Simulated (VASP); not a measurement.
Input of a VASP 6.6.1 run:

INCAR

```
SYSTEM = ZnInGaO4
ALGO = Normal
EDIFF = 1E-7
ENCUT = 520
GGA = PS
ISIF = 2
ISMEAR = 0
LASPH = .TRUE.
LCHARG = .TRUE.
LELF = .TRUE.
LREAL = .FALSE.
LVHAR = .TRUE.
LWAVE = .FALSE.
NBANDS = 40
NELM = 80
PREC = Accurate
SIGMA = 0.05
```

KPOINTS

```
k-points
0
G
  12 12 12
  0 0 0
```

POSCAR

```
ZnInGaO4
1.0
    1.6803268679      0.9701371695      8.7134054620
   -1.6803268679      0.9701371695      8.7134054620
    0.0000000000     -1.9402743390      8.7134054620
Zn In Ga O
1 1 1 4
Direct
    0.2183820000      0.2183820000      0.2183820000
    0.0104190461      0.0104190461      0.0104190461
    0.7870340000      0.7870340000      0.7870340000
    0.2951430000      0.2951430000      0.2951430000
    0.7113580000      0.7113580000      0.7113580000
    0.1217170000      0.1217170000      0.1217170000
    0.8635990000      0.8635990000      0.8635990000
```

Potentials or basis: VASP PAW PBE potentials, release 64 (Zn, In_d, Ga_d, O).

Launch:

```sh
$ cat potpaw_PBE.64/Zn/POTCAR potpaw_PBE.64/In_d/POTCAR potpaw_PBE.64/Ga_d/POTCAR potpaw_PBE.64/O/POTCAR > POTCAR
$ mpirun -np 1 vasp_std > vasp.out
```

**Question.** Predict the pressure.

**Answer.** -5.0 GPa.

**Question.** Estimate the largest force.

**Answer.** 3.040 eV/Å.

**Question.** Predict the band gap on the k mesh.

**Answer.** 0.70 eV.

Forces in eV/Å, atoms in the order of the input:
```
Zn   0.000  0.000  0.748
In   0.000  0.000 -3.040
Ga   0.000  0.000  0.914
O    0.000  0.000  1.177
O    0.000  0.000  1.310
O    0.000  0.000 -0.522
O    0.000  0.000 -0.587
```

Caveat: the cell differs from its parent crystal (atom 2 (In) moved +0.200 Å along Cartesian [0 0 1]); the cell stands under tension; the PAW data sets were made with another functional, which shifts forces and pressure a little; spin-orbit coupling is left out, which moves the levels of the heavy elements. A k mesh can miss the band edges.
